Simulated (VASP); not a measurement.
# Ca (Im-3m) in VASP: further runs

Ca is run at these levels: PBE; tasks: single point, relaxation of cell and atoms.

Program: VASP 6.6.1. These are calculated values, not measurements. Logs are shortened: lines on timing, memory, paths and dates and some standing lists are left out, and cuts for length are marked.

### Step 1. The cell of the first run

It takes space group Im-3m (No. 229, cubic). Conventional cell: a = 4.381 Å, b = 4.381 Å, c = 4.381 Å, α = 90.00°, β = 90.00°, γ = 90.00°. Ca (site symmetry m-3m) has 14 Ca at 3.79 to 4.38 Å within 5.0 Å.

This isn't the form of Ca at room conditions, which is fcc.

### Step 2. Single point, PBE

Input file INCAR:

```
SYSTEM = Ca
ALGO = Normal
EDIFF = 1E-6
ENCUT = 520
GGA = PE
ISIF = 2
ISMEAR = 0
LASPH = .TRUE.
LCHARG = .FALSE.
LREAL = .FALSE.
LWAVE = .FALSE.
NBANDS = 11
NELM = 80
PREC = Accurate
SIGMA = 0.1
```

Input file KPOINTS:

```
k-points
0
G
  12 12 12
  0 0 0
```

Input file POSCAR:

```
Ca
1.0
   -2.1904406493      2.1904406493      2.1904406493
    2.1904406493     -2.1904406493      2.1904406493
    2.1904406493      2.1904406493     -2.1904406493
Ca
1
Direct
    0.0000000000      0.0000000000      0.0000000000
```

Potentials or basis: VASP PAW PBE potentials, release 64 (Ca_sv).

Launch:

```bash
> cat potpaw_PBE.64/Ca_sv/POTCAR > POTCAR
> mpirun -np 1 vasp_std > vasp.out
```

OUTCAR:

```text
SYSTEM = Ca
   EDIFF = 1E-6
   ENCUT = 520
   GGA = PE
   ISIF = 2
   ISMEAR = 0
   LASPH = .TRUE.
   LREAL = .FALSE.
   NELM = 80
   PREC = Accurate

 ion  position               nearest neighbor table
   1  0.000  0.000  0.000-

  LATTYP: Found a body centered cubic cell.
 ALAT       =     4.3808812986

  Lattice vectors:

 A1 = (  -2.1904406493,   2.1904406493,   2.1904406493)
 A2 = (   2.1904406493,  -2.1904406493,   2.1904406493)
 A3 = (   2.1904406493,   2.1904406493,  -2.1904406493)

Analysis of symmetry for initial positions (statically):
=====================================================================
 Subroutine PRICEL returns:
 Original cell was already a primitive cell.

 Routine SETGRP: Setting up the symmetry group for a
 body centered cubic supercell.

 Subroutine GETGRP returns: Found 48 space group operations
 (whereof 48 operations were pure point group operations)
 out of a pool of 48 trial point group operations.

The static configuration has the point symmetry O_h .

Analysis of symmetry for dynamics (positions and initial velocities):
=====================================================================
 Subroutine PRICEL returns:
 Original cell was already a primitive cell.

 Routine SETGRP: Setting up the symmetry group for a
 body centered cubic supercell.

 Subroutine GETGRP returns: Found 48 space group operations
 (whereof 48 operations were pure point group operations)
 out of a pool of 48 trial point group operations.

The dynamic configuration has the point symmetry O_h .

 Subroutine INISYM returns: Found 48 space group operations
 (whereof 48 operations are pure point group operations),
 and found     1 'primitive' translations

----------------------------------------------------------------------------------------

                                     Primitive cell

  volume of cell :      42.0392

  direct lattice vectors                    reciprocal lattice vectors
    -2.190440649  2.190440649  2.190440649     0.000000000  0.228264573  0.228264573
     2.190440649 -2.190440649  2.190440649     0.228264573  0.000000000  0.228264573
     2.190440649  2.190440649 -2.190440649     0.228264573  0.228264573  0.000000000

  length of vectors
     3.793954496  3.793954496  3.793954496     0.322814855  0.322814855  0.322814855

  position of ions in fractional coordinates (direct lattice)
     0.000000000  0.000000000  0.000000000

  ion indices of the primitive-cell ions
   primitive index   ion index
                 1           1

----------------------------------------------------------------------------------------

 KPOINTS: k-points

Automatic generation of k-mesh.
 Grid dimensions read from file:
 generate k-points for:   12   12   12

 Generating k-lattice:

  Cartesian coordinates                     Fractional coordinates (reciprocal lattice)
     0.000000000  0.019022048  0.019022048     0.083333333  0.000000000  0.000000000
     0.019022048  0.000000000  0.019022048     0.000000000  0.083333333  0.000000000
     0.019022048  0.019022048  0.000000000     0.000000000  0.000000000  0.083333333

  Length of vectors
     0.026901238  0.026901238  0.026901238

  Shift w.r.t. Gamma in fractional coordinates (k-lattice)
     0.000000000  0.000000000  0.000000000

 Subroutine IBZKPT returns following result:
 ===========================================

 Found     72 irreducible k-points:

 Following reciprocal coordinates:
            Coordinates               Weight
  0.000000  0.000000  0.000000      1.000000
  0.083333  0.000000  0.000000     12.000000
  0.166667  0.000000  0.000000     12.000000
  0.250000  0.000000  0.000000     12.000000
  0.333333  0.000000  0.000000     12.000000
  0.416667  0.000000  0.000000     12.000000
[... 16 lines left out ...]
  0.333333  0.083333  0.083333     24.000000
  0.416667  0.083333  0.083333     12.000000
 [... further k-points ...]
   k-points           NKPTS =     72   k-points in BZ     NKDIM =     72   number of bands    NBANDS=     11
   number of dos      NEDOS =    301   number of ions     NIONS =      1
   total plane-waves  NPLWV =  21952
   dimension x,y,z NGX =    28 NGY =   28 NGZ =   28
   dimension x,y,z NGXF=    56 NGYF=   56 NGZF=   56
   ions per type =               1
   NGX,Y,Z   is equivalent  to a cutoff of  12.27, 12.27, 12.27 a.u.
   NGXF,Y,Z  is equivalent  to a cutoff of  24.54, 24.54, 24.54 a.u.
 SYSTEM =  Ca
   PREC   = accura    normal or accurate (medium, high low for compatibility)
   ISTART =      0    job   : 0-new  1-cont  2-samecut
   ICHARG =      2    charge: 1-file 2-atom 10-const
   ISPIN  =      1    spin polarized calculation?
   LNONCOLLINEAR =      F non collinear calculations
   LSORBIT =      F    spin-orbit coupling
   LASPH  =      T    aspherical Exc in radial PAW
   ENCUT  =  520.0 eV  38.22 Ry    6.18 a.u.   7.05  7.05  7.05*2*pi/ulx,y,z
   NELM   =     80;   NELMIN=  2; NELMDL= -5     # of ELM steps
   EDIFF  = 0.1E-05   stopping-criterion for ELM
   LREAL  =      F    real-space projection
   EDIFFG = 0.1E-04   stopping-criterion for IOM
   NSW    =      0    number of steps for IOM
   IBRION =     -1    ionic relax: 0-MD 1-quasi-New 2-CG
   NFREE  =      0    steps in history (QN), initial steepest desc. (CG)
   ISIF   =      2    stress and relaxation
   ISYM   =      2    0-nonsym 1-usesym 2-fastsym
   POTIM  = 0.5000    time-step for ionic-motion
   TEBEG  =    0.0;   TEEND  =   0.0 temperature during run
   PSTRESS=    0.0 pullay stress
   NELECT =      10.0000    total number of electrons
   NUPDOWN=      -1.0000    fix difference up-down
   EMIN   =  10.00;   EMAX   =-10.00  energy-range for DOS
   EFERMI =   0.00;   METHOD = LEGACY
   ISMEAR =     0;   SIGMA  =   0.10  broadening in eV -4-tet -1-fermi 0-gaus
   EFERMI_NEDOS =   21; number of points for ismear=-14 and -15
   IALGO  =     38    algorithm
   IMIX   =      4    mixing-type and parameters
     AMIX     =   0.40;   BMIX     =  1.00
     AMIX_MAG =   1.60;   BMIX_MAG =  1.00
  volume/ion in A,a.u.               =      42.04       283.69
  Fermi-wavevector in a.u.,A,eV,Ry     =   1.014355  1.916853 13.999255  1.028916
  Thomas-Fermi vector in A             =   2.147578
   LORBIT       =      0    0 simple, 1 ext, 2 COOP (PROOUT), +10 PAW based schemes
   GGA     = PE    functional components
   LHFCALC =     F    Hartree Fock is set to
   AEXX    =    0.0000 exact exchange contribution
   IVDW    =     0    specifies the selected vdW correction
   LEPSILON=     F    determine dielectric tensor
   LRPA    =     F    only Hartree local field effects (RPA)
 non-spin polarized calculation
 Gauss-broadening in eV      SIGMA  =   0.10
  energy-cutoff  :      520.00
  volume of cell :       42.04
 maximum number of plane-waves:      1157
   NGX = 15   NGY = 15   NGZ = 15

 number of electron      10.0000003 magnetization

 Free energy of the ion-electron system (eV)
  ---------------------------------------------------
  ext. energy  EPLUGINS =         0.00000000
  ---------------------------------------------------
  free energy    TOTEN  =        -1.91584874 eV

  energy without entropy =       -1.90649513  energy(sigma->0) =       -1.91117194

 E-fermi :   2.0400     XC(G=0):  -7.7465

 val. band max:        2.0268909302   @ k =   0.4167   0.1667   0.0000
 cond. band min:       2.0429886317   @ k =  -0.4167  -0.4167   0.0833
 fundamental gap:      0.0160977016
 Fermi energy:         2.0399556865

 k-point     1 :       0.0000    0.0000    0.0000
  band No.  band energies     occupation
      1     -40.0266      2.00000
      2     -20.9416      2.00000
      3     -20.9416      2.00000
      4     -20.9416      2.00000
      5      -2.0525      2.00000
      6       4.3251      0.00000
      7       4.3251      0.00000
      8       4.3251      0.00000
      9       5.3831      0.00000
     10       5.3831      0.00000
     11      12.2436      0.00000

 k-point     2 :       0.0833    0.0000    0.0000
  band No.  band energies     occupation
      1     -40.0256      2.00000
      2     -20.9514      2.00000
      3     -20.9449      2.00000
      4     -20.9416      2.00000
      5      -1.9264      2.00000
      6       4.2467      0.00000
      7       4.2750      0.00000
      8       4.4203      0.00000
      9       5.2918      0.00000
     10       5.3853      0.00000
     11      12.0880      0.00000

 k-point     3 :       0.1667    0.0000    0.0000
  band No.  band energies     occupation
      1     -40.0228      2.00000
      2     -20.9778      2.00000
      3     -20.9537      2.00000
      4     -20.9416      2.00000
      5      -1.5569      2.00000
      6       4.0405      0.00000
      7       4.0452      0.00000
      8       4.6985      0.00000
      9       5.1759      0.00000
     10       5.4012      0.00000
     11      11.2593      0.00000

 k-point     4 :       0.2500    0.0000    0.0000
  band No.  band energies     occupation
      1     -40.0190      2.00000
      2     -21.0135      2.00000
      3     -20.9657      2.00000
      4     -20.9415      2.00000
      5      -0.9718      2.00000
      6       3.5803      0.00000
      7       3.7954      0.00000
      8       5.1345      0.00000
      9       5.1991      0.00000
     10       5.4484      0.00000
     11       9.8885      0.00000
[... 239 lines left out ...]
 k-point    22 :       0.2500    0.0833    0.0833
  band No.  band energies     occupation
      1     -40.0145      2.00000
      2     -21.0502      2.00000
      3     -20.9774      2.00000
      4     -20.9500      2.00000
      5      -0.0052      2.00000
      6       2.9785      0.00000
      7       3.3576      0.00000
      8       5.3602      0.00000
      9       5.5566      0.00000
     10       5.9072      0.00000
     11       8.4555      0.00000

 k-point    23 :       0.3333    0.0833    0.0833
  band No.  band energies     occupation
      1     -40.0121      2.00000
      2     -21.0677      2.00000
      3     -20.9901      2.00000
      4     -20.9504      2.00000
      5       0.8028      2.00000
      6       2.4481      0.00000
      7       3.2161      0.00000
      8       5.3882      0.00000
      9       5.6379      0.00000
     10       6.3900      0.00000
     11       7.4779      0.00000

 k-point    24 :       0.4167    0.0833    0.0833
  band No.  band energies     occupation
      1     -40.0112      2.00000
      2     -21.0739      2.00000
      3     -20.9949      2.00000
      4     -20.9506      2.00000
      5       1.3561      2.00000
      6       2.0234      1.18469
      7       3.1676      0.00000
      8       5.3740      0.00000
      9       5.6703      0.00000
     10       6.6172      0.00000
     11       7.1370      0.00000

 [... further k-points ...]

------------------------ aborting loop because EDIFF is reached ----------------------------------------

  FORCE on cell =-STRESS in cart. coord.  units (eV):
  Direction    XX          YY          ZZ          XY          YZ          ZX
  --------------------------------------------------------------------------------------
  -------------------------------------------------------------------------------------
  Total        0.0146907      0.0146907      0.0146907      0.0000000      0.0000000      0.0000000
  in kB        0.5598845      0.5598845      0.5598845      0.0000000      0.0000000      0.0000000
  external PRESSURE =       0.5598845 kB  Pullay stress =       0.0000000 kB

 VOLUME and BASIS-vectors are now :
 -----------------------------------------------------------------------------
  energy-cutoff  :      520.00
  volume of cell :       42.04
      direct lattice vectors                 reciprocal lattice vectors
    -2.190440649  2.190440649  2.190440649     0.000000000  0.228264573  0.228264573
     2.190440649 -2.190440649  2.190440649     0.228264573  0.000000000  0.228264573
     2.190440649  2.190440649 -2.190440649     0.228264573  0.228264573  0.000000000

 POSITION                                       TOTAL-FORCE (eV/Angst)
 -----------------------------------------------------------------------------------
      0.00000      0.00000      0.00000         0.000000      0.000000     -0.000000
 -----------------------------------------------------------------------------------
    total drift:                                0.000000     -0.000000     -0.000000

  FREE ENERGIE OF THE ION-ELECTRON SYSTEM (eV)
  ---------------------------------------------------
  free  energy   TOTEN  =        -1.9158487432 eV

  energy  without entropy=       -1.9064951316  energy(sigma->0) =       -1.91117194
```

Run time: 19 s. Hardware: 1 thread of Intel Xeon Platinum 8488C (Sapphire Rapids), shared host; peak memory 0.17 GiB.

Results:

```yaml
Free_energy: -1.9158 eV
Pressure: 0.1 GPa
Band_gap_on_the_k_mesh: zero (bands 5 and 6 overlap by 0.37 eV)
```

(Continued in part 2 of 2.)
